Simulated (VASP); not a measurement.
BeSe (r.b): single point with PBE+D4

Crystal: BeSe (r.b).

```
CELL_PARAMETERS angstrom
0.00000 2.56164 2.56164
2.56164 0.00000 2.56164
2.56164 2.56164 0.00000
ATOMIC_POSITIONS crystal
Be 0.00000 0.00000 0.00000
Se 0.25000 0.25000 0.25000
```

- Program: VASP 6.6.1
- Task: single point
- Functional: PBE
- Dispersion: D4
- Potentials or basis: VASP PAW PBE potentials, release 64 (Be, Se)
- Cutoff: 600 eV
- k mesh: 8 × 8 × 8
- Occupations: gaussian, width 0.02 eV
- Spin: no spin polarisation
- Dipole correction: no
- Further INCAR settings: ALGO = Normal; EDIFF = 1e-06; NBANDS = 11

The pressure is 0.2 GPa and the band gap on the k mesh is 2.59 eV, indirect (least direct gap 4.46 eV). The dispersion energy per atom is -0.279 eV.

Levels at points of the mesh, in eV from the valence-band top:
```
           k point  band 1  band 2  band 3  band 4  band 5  band 6  band 7  band 8
(0.00, 0.00, 0.00)  -13.88    0.00    0.00    0.00    4.46    5.01    5.01    5.01
(0.50, 0.00, 0.00)  -12.50   -5.79   -1.09   -1.09    4.38    5.97    5.97   10.04
(0.50, 0.50, 0.00)  -12.03   -5.14   -2.70   -2.70    2.59    4.19   11.81   11.81
```

Wall time 7.7 s on 1 thread of Intel(R) Xeon(R) 6975P-C (Granite Rapids) (shared host), peak memory 0.16 GiB.

A k mesh can miss the band edges.
